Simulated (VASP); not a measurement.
# NiPt4 (P6_3/mmc) in VASP: relaxation of cell and atoms with PBE

Aim: the relaxation of cell and atoms of NiPt4 with PBE.

Everything below comes from runs of VASP 6.6.1. Logs are shortened: lines on timing, memory, paths and dates and some standing lists are left out, and cuts for length are marked.

## (1) The cell of the first run

It takes space group P6_3/mmc (No. 194, hexagonal). The conventional cell has a = 2.796 Å, b = 2.796 Å, c = 21.992 Å, α = 90.00°, β = 90.00°, γ = 120.00°. Within 3.6 Å of Ni (site symmetry -6m2) lie 6 Pt at 2.73 Å and 6 Ni at 2.80 Å. Within 3.6 Å of Pt (site symmetry 3m) lie 9 Pt at 2.73 to 2.80 Å and 3 Ni at 2.73 Å. Within 3.6 Å of Pt (site symmetry 3m) lie 12 Pt at 2.73 to 2.80 Å.

## (2) Relaxation of cell and atoms, PBE, collinear spin, ferromagnetic start

Input file INCAR:

```
SYSTEM = NiPt4
ALGO = Normal
EDIFF = 1E-6
EDIFFG = -0.04
ENCUT = 600
GGA = PE
IBRION = 2
ISIF = 3
ISMEAR = 0
ISPIN = 2
LASPH = .True.
LCHARG = .False.
LMAXMIX = 4
LORBIT = 11
LREAL = .False.
LWAVE = .False.
MAGMOM = 2 2 0 0 0 0 0 0 0 0
NELM = 150
NSW = 90
PREC = Accurate
SIGMA = 0.1
```

Input file KPOINTS:

```
k-points
0
Gamma
  6 6 1
  0 0 0
```

Input file POSCAR:

```
NiPt4
1.0
    2.7961615400      0.0000000000      0.0000000000
   -1.3980807700      2.4215469300      0.0000000000
    0.0000000000      0.0000000000     21.9916470200
Ni Pt
2 8
Direct
    0.3333333300      0.6666666700      0.2500000000
    0.6666666700      0.3333333300      0.7500000000
    0.3333333300      0.6666666700      0.8500000000
    0.3333333300      0.6666666700      0.0500000000
    0.3333333300      0.6666666700      0.4500000000
    0.3333333300      0.6666666700      0.6500000000
    0.6666666700      0.3333333300      0.9500000000
    0.6666666700      0.3333333300      0.1500000000
    0.6666666700      0.3333333300      0.3500000000
    0.6666666700      0.3333333300      0.5500000000
```

Potentials or basis: VASP PAW PBE potentials, release 64 (Ni, Pt).

Started as:

```bash
> cat potpaw_PBE.64/Ni/POTCAR potpaw_PBE.64/Pt/POTCAR > POTCAR
> mpirun -np 1 vasp_std > vasp.out
```

OUTCAR:

```text
SYSTEM = NiPt4
   EDIFF = 1E-6
   EDIFFG = -0.04
   ENCUT = 600
   GGA = PE
   IBRION = 2
   ISIF = 3
   ISMEAR = 0
   ISPIN = 2
   LASPH = .True.
   LORBIT = 11
   LREAL = .False.
   NELM = 150
   NSW = 90
   PREC = Accurate

 ion  position               nearest neighbor table
   1  0.333  0.667  0.250-   8 2.73   9 2.73   8 2.73   9 2.73   8 2.73   9 2.73
   2  0.667  0.333  0.750-   3 2.73   6 2.73   3 2.73   6 2.73   3 2.73   6 2.73
   3  0.333  0.667  0.850-   2 2.73   7 2.73   2 2.73   7 2.73   2 2.73   7 2.73
   4  0.333  0.667  0.050-   7 2.73   8 2.73   7 2.73   8 2.73   7 2.73   8 2.73
   5  0.333  0.667  0.450-  10 2.73   9 2.73  10 2.73   9 2.73  10 2.73   9 2.73
   6  0.333  0.667  0.650-   2 2.73  10 2.73   2 2.73  10 2.73   2 2.73  10 2.73
   7  0.667  0.333  0.950-   4 2.73   3 2.73   4 2.73   3 2.73   4 2.73   3 2.73
   8  0.667  0.333  0.150-   1 2.73   4 2.73   1 2.73   4 2.73   1 2.73   4 2.73
   9  0.667  0.333  0.350-   1 2.73   5 2.73   1 2.73   5 2.73   1 2.73   5 2.73
  10  0.667  0.333  0.550-   5 2.73   6 2.73   5 2.73   6 2.73   5 2.73   6 2.73

  LATTYP: Found a hexagonal cell.
 ALAT       =     2.7961615400
 C/A-ratio  =     7.8649415298

  Lattice vectors:

 A1 = (   2.7961615400,   0.0000000000,   0.0000000000)
 A2 = (  -1.3980807700,   2.4215469300,   0.0000000000)
 A3 = (   0.0000000000,   0.0000000000,  21.9916470200)

Analysis of symmetry for initial positions (statically):
=====================================================================
 Subroutine PRICEL returns:
 Original cell was already a primitive cell.

 Routine SETGRP: Setting up the symmetry group for a
 hexagonal supercell.

 Subroutine GETGRP returns: Found 24 space group operations
 (whereof 12 operations were pure point group operations)
 out of a pool of 24 trial point group operations.

The static configuration has the point symmetry D_3d.
 The point group associated with its full space group is D_6h.

Analysis of symmetry for dynamics (positions and initial velocities):
=====================================================================
 Subroutine PRICEL returns:
 Original cell was already a primitive cell.

 Routine SETGRP: Setting up the symmetry group for a
 hexagonal supercell.

 Subroutine GETGRP returns: Found 24 space group operations
 (whereof 12 operations were pure point group operations)
 out of a pool of 24 trial point group operations.

The dynamic configuration has the point symmetry D_3d.
 The point group associated with its full space group is D_6h.

Analysis of structural, dynamic, and magnetic symmetry:
=====================================================================
 Subroutine PRICEL returns:
 Original cell was already a primitive cell.

 Routine SETGRP: Setting up the symmetry group for a
 hexagonal supercell.

 Subroutine GETGRP returns: Found 24 space group operations
 (whereof 12 operations were pure point group operations)
 out of a pool of 24 trial point group operations.

The overall configuration has the point symmetry D_3d.
 The point group associated with its full space group is D_6h.

 Subroutine INISYM returns: Found 24 space group operations
 (whereof 12 operations are pure point group operations),
 and found     1 'primitive' translations

----------------------------------------------------------------------------------------

                                     Primitive cell

  volume of cell :     148.9062

  direct lattice vectors                    reciprocal lattice vectors
     2.796161540  0.000000000  0.000000000     0.357633129  0.206479583  0.000000000
    -1.398080770  2.421546930  0.000000000     0.000000000  0.412959166  0.000000000
     0.000000000  0.000000000 21.991647020     0.000000000  0.000000000  0.045471810

  length of vectors
     2.796161540  2.796161543 21.991647020     0.412959166  0.412959166  0.045471810

  position of ions in fractional coordinates (direct lattice)
     0.333333330  0.666666670  0.250000000
[... 67 lines left out ...]
   PREC   = accura    normal or accurate (medium, high low for compatibility)
   ISTART =      0    job   : 0-new  1-cont  2-samecut
   ICHARG =      2    charge: 1-file 2-atom 10-const
   ISPIN  =      2    spin polarized calculation?
   LNONCOLLINEAR =      F non collinear calculations
   LSORBIT =      F    spin-orbit coupling
   LASPH  =      T    aspherical Exc in radial PAW
   ENCUT  =  600.0 eV  44.10 Ry    6.64 a.u.   5.58  5.58 43.92*2*pi/ulx,y,z
   NELM   =    150;   NELMIN=  2; NELMDL= -5     # of ELM steps
   EDIFF  = 0.1E-05   stopping-criterion for ELM
   LREAL  =      F    real-space projection
   EDIFFG = -.4E-01   stopping-criterion for IOM
   NSW    =     90    number of steps for IOM
   IBRION =      2    ionic relax: 0-MD 1-quasi-New 2-CG
   NFREE  =      1    steps in history (QN), initial steepest desc. (CG)
   ISIF   =      3    stress and relaxation
   ISYM   =      2    0-nonsym 1-usesym 2-fastsym
   POTIM  = 0.5000    time-step for ionic-motion
   TEBEG  =    0.0;   TEEND  =   0.0 temperature during run
   PSTRESS=    0.0 pullay stress
   NELECT =     100.0000    total number of electrons
   NUPDOWN=      -1.0000    fix difference up-down
   EMIN   =  10.00;   EMAX   =-10.00  energy-range for DOS
   EFERMI =   0.00;   METHOD = LEGACY
   ISMEAR =     0;   SIGMA  =   0.10  broadening in eV -4-tet -1-fermi 0-gaus
   EFERMI_NEDOS =   21; number of points for ismear=-14 and -15
   IALGO  =     38    algorithm
   IMIX   =      4    mixing-type and parameters
     AMIX     =   0.40;   BMIX     =  1.00
     AMIX_MAG =   1.60;   BMIX_MAG =  1.00
  volume/ion in A,a.u.               =      14.89       100.49
  Fermi-wavevector in a.u.,A,eV,Ry     =   1.433630  2.709169 27.964001  2.055296
  Thomas-Fermi vector in A             =   2.553127
   LORBIT       =     11    0 simple, 1 ext, 2 COOP (PROOUT), +10 PAW based schemes
   GGA     = PE    functional components
   LHFCALC =     F    Hartree Fock is set to
   AEXX    =    0.0000 exact exchange contribution
   IVDW    =     0    specifies the selected vdW correction
   LEPSILON=     F    determine dielectric tensor
   LRPA    =     F    only Hartree local field effects (RPA)
 conjugate gradient relaxation of ions
 spin polarized calculation
 Gauss-broadening in eV      SIGMA  =   0.10
  energy-cutoff  :      600.00
  volume of cell :      148.91
 maximum number of plane-waves:      5043
 NGX is ok and might be reduce to    24
   NGX = 11   NGY = 11   NGZ = 87

--------------------------------------- Ionic step        1  -------------------------------------------

 number of electron      99.9999997 magnetization       3.4183509

 number of electron     100.0000005 magnetization       3.1289286

 Free energy of the ion-electron system (eV)
  ---------------------------------------------------
  ext. energy  EPLUGINS =         0.00000000
  ---------------------------------------------------
  free energy    TOTEN  =       -59.08330103 eV

  energy without entropy =      -58.99195891  energy(sigma->0) =      -59.03762997

------------------------ aborting loop because EDIFF is reached ----------------------------------------

  FORCE on cell =-STRESS in cart. coord.  units (eV):
  Direction    XX          YY          ZZ          XY          YZ          ZX
  --------------------------------------------------------------------------------------
  -------------------------------------------------------------------------------------
  Total       -1.2785860     -1.2785860     10.8891408      0.0000000      0.0000000      0.0000000
  in kB      -13.7571235    -13.7571235    117.1632180      0.0000000      0.0000000      0.0000000
  external PRESSURE =      29.8829903 kB  Pullay stress =       0.0000000 kB
[... 75 lines left out ...]
--------------------------------------- Ionic step        3  -------------------------------------------

 number of electron     100.0000008 magnetization       2.6703756

 E-fermi :   9.5470     XC(G=0): -12.9483

 val. band max:        9.5264393577   @ k =   0.0000   0.0000   0.0000
 cond. band min:       9.5491414702   @ k =   0.1667   0.1667   0.0000
 fundamental gap:      0.0227021125
 Fermi energy:         9.5470248644

 spin component 1

 k-point     1 :       0.0000    0.0000    0.0000
  band No.  band energies     occupation
      1       0.1581      1.00000
      2       0.2837      1.00000
      3       0.8665      1.00000
      4       1.3055      1.00000
      5       1.7513      1.00000
      6       2.2174      1.00000
[... 939 lines left out ...]
  FREE ENERGIE OF THE ION-ELECTRON SYSTEM (eV)
  ---------------------------------------------------
  free  energy   TOTEN  =       -59.6965584911 eV

  energy  without entropy=      -59.6232474262  energy(sigma->0) =      -59.65990296

[... ionic steps 4 to 8 ...]

--------------------------------------- Ionic step        9  -------------------------------------------

 number of electron     100.0000000 magnetization       2.6424524

------------------------ aborting loop because EDIFF is reached ----------------------------------------
[... 83 lines left out ...]
--------------------------------------- Ionic step       11  -------------------------------------------

 number of electron     100.0000003 magnetization       2.6436161

 Free energy of the ion-electron system (eV)
  ---------------------------------------------------
  ext. energy  EPLUGINS =         0.00000000
  ---------------------------------------------------
  free energy    TOTEN  =       -60.02250017 eV

  energy without entropy =      -59.95839764  energy(sigma->0) =      -59.99044891

 E-fermi :  10.1853     XC(G=0): -13.1836

 val. band max:       10.1765994427   @ k =   0.0000   0.0000   0.0000
 cond. band min:      10.1913310331   @ k =   0.3333   0.0000   0.0000
 fundamental gap:      0.0147315904
 Fermi energy:        10.1852660174

 spin component 1

 k-point     1 :       0.0000    0.0000    0.0000
  band No.  band energies     occupation
      1       0.5391      1.00000
      2       0.7658      1.00000
      3       1.0184      1.00000
      4       1.5801      1.00000
      5       2.0348      1.00000
      6       2.5049      1.00000
[... 939 lines left out ...]
  FREE ENERGIE OF THE ION-ELECTRON SYSTEM (eV)
  ---------------------------------------------------
  free  energy   TOTEN  =       -60.0225001745 eV

  energy  without entropy=      -59.9583976376  energy(sigma->0) =      -59.99044891

 reached required accuracy - stopping structural energy minimisation

 total charge

# of ion       s       p       d       tot
------------------------------------------
    1        0.416   0.409   8.280   9.104
    2        0.416   0.409   8.280   9.104
    3        0.661   0.596   8.023   9.280
    4        0.627   0.567   8.038   9.232
    5        0.627   0.567   8.038   9.232
    6        0.661   0.596   8.023   9.280
    7        0.627   0.567   8.038   9.232
    8        0.661   0.596   8.023   9.280
    9        0.661   0.596   8.023   9.280
   10        0.627   0.567   8.038   9.232
--------------------------------------------------
tot          5.984   5.470  80.802  92.256

 magnetization (x)

# of ion       s       p       d       tot
------------------------------------------
    1       -0.000  -0.006   0.863   0.857
    2       -0.000  -0.006   0.863   0.857
    3       -0.001  -0.009   0.179   0.169
    4       -0.002  -0.003   0.075   0.070
    5       -0.002  -0.003   0.075   0.070
    6       -0.001  -0.009   0.179   0.169
    7       -0.002  -0.003   0.075   0.070
    8       -0.001  -0.009   0.179   0.169
    9       -0.001  -0.009   0.179   0.169
   10       -0.002  -0.003   0.075   0.070
--------------------------------------------------
tot         -0.011  -0.060   2.743   2.672
```

It took 79 min on 1 thread of Oxide Virtual Turin-like, shared host; peak memory 0.43 GiB.

Results:

| Property | Result |
| --- | --- |
| Free energy | -60.0225 eV |
| Relaxed volume | 14.87 Å³/atom |
| Relaxed cell | a = 2.742 Å, b = 2.742 Å, c = 22.833 Å, α = 90.00°, β = 90.00°, γ = 120.00° |
| Space group after relaxing (to 0.1 Å) | P6_3/mmc (No. 194) |
| Energy gained by relaxing | 93.9 meV/atom |
| Ionic steps | 11 |
| Pressure after relaxing | 0.0 GPa |
| Largest force after relaxing | 0.037 eV/Å |
| Net moment | 2.64 μB per cell |
| Site moments | Ni +0.86; Pt +0.17, +0.07 (each value once) μB |
| Valence electrons inside the program's atomic spheres | Ni 9.10; Pt 9.28, 9.23 (each value once) |

Forces on the atoms (eV/Å):
```
Ni   0.000  0.000  0.000
Ni   0.000  0.000  0.000
Pt   0.000  0.000 -0.037
Pt   0.000  0.000 -0.008
Pt   0.000  0.000  0.008
Pt   0.000  0.000  0.037
Pt   0.000  0.000  0.008
Pt   0.000  0.000  0.037
Pt   0.000  0.000 -0.037
Pt   0.000  0.000 -0.008
```

Step by step:
| step | energy change (eV) | largest force (eV/Å) | pressure (GPa) | volume (Å³) |
| --- | --- | --- | --- | --- |
| 1 | 0.0000 | 1.8589 | 2.99 | 148.91 |
| 2 | -0.6134 | 0.5814 | -7.95 | 154.80 |
| 3 | -0.6133 | 0.5964 | -7.84 | 154.71 |
| 4 | -0.6794 | 0.4607 | 6.75 | 145.74 |
| 5 | -0.8238 | 0.4696 | -0.54 | 149.63 |
| 6 | -0.8994 | 0.2939 | 0.75 | 148.39 |
| 7 | -0.9168 | 0.2230 | 1.99 | 147.43 |
| 8 | -0.9240 | 0.1151 | -2.20 | 149.90 |
| 9 | -0.9310 | 0.1589 | -0.42 | 148.87 |
| 10 | -0.9384 | 0.0763 | -0.18 | 148.75 |
| 11 | -0.9392 | 0.0369 | -0.04 | 148.69 |

Final structure:
```
Ni Pt
1.0
     2.74221    0.00000    0.00000
    -1.37111    2.37482    0.00000
     0.00000    0.00000   22.83266
Ni Pt
2 8
Direct
  0.33333 0.66667 0.25000
  0.66667 0.33333 0.75000
  0.33333 0.66667 0.84223
  0.33333 0.66667 0.05238
  0.33333 0.66667 0.44762
  0.33333 0.66667 0.65777
  0.66667 0.33333 0.94762
  0.66667 0.33333 0.15777
  0.66667 0.33333 0.34223
  0.66667 0.33333 0.55238
```

Caveat: the k points lie up to 0.44 Å⁻¹ apart in the final cell; spin-orbit coupling is left out, which moves the levels of the heavy elements.
